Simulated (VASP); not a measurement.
A run of VASP 6.6.1 is set up as follows.

INCAR

```
ALGO = Normal
EDIFF = 1E-7
ENCUT = 520
GGA = PE
ISIF = 2
ISMEAR = 0
ISPIN = 2
LASPH = T
LCHARG = F
LORBIT = 11
LREAL = F
LWAVE = F
MAGMOM = 0 0 0 0 0 0.25 0 0 0.25 0.25 0.25
NBANDS = 63
NELECT = 97.0
NELM = 150
PREC = Accurate
SIGMA = 0.01
```

File KPOINTS:

```
k-points
0
Gamma
  2 2 2
```

File POSCAR:

```
Zn5S6
1.0
    0.0000000000      0.0000000000     -6.3046430411
   -5.7661004008     -3.3290596185      0.0000000000
    0.0000000001      6.6581192371      0.0000000000
Zn S
5 6
Direct
    1.0107267301      1.0000000000      0.3333333333
    1.0107267301      0.3333333333      1.0000000000
    0.4929234545      0.3406940901      0.3406940901
    0.4929234545      0.6666666667      0.9926392432
    0.4929234545      0.9926392432      0.6666666667
    0.6250900901      0.6666666667      0.6666666667
    0.6273802587      1.0000000000      0.3333333333
    0.6273802587      0.3333333333      1.0000000000
    0.1233974141      0.3319677284      0.3319677284
    0.1233974141      0.6666666667      1.0013656049
    0.1233974141      1.0013656049      0.6666666667
```

Potentials or basis: VASP PAW PBE potentials, release 64 (Zn, S).

Launch:

```bash
$ cat potpaw_PBE.64/Zn/POTCAR potpaw_PBE.64/S/POTCAR > POTCAR
$ mpirun -np 1 vasp_std > vasp.out
```

(1) What does it give for the net moment?

(2) What does it give for the largest force?

(3) Predict the site moments.

Results:

(1) 0.25 μB per cell.

(2) 0.024 eV/Å.

(3) Zn +0.01, +0.00 (each value once); S -0.00, +0.05 (each value once) μB.

Caveat: the k points lie up to 0.54 Å⁻¹ apart; the cell carries a net charge on a neutralising background, which shifts energy and pressure; the cell differs from its parent crystal (atoms taken out, then relaxed in part).
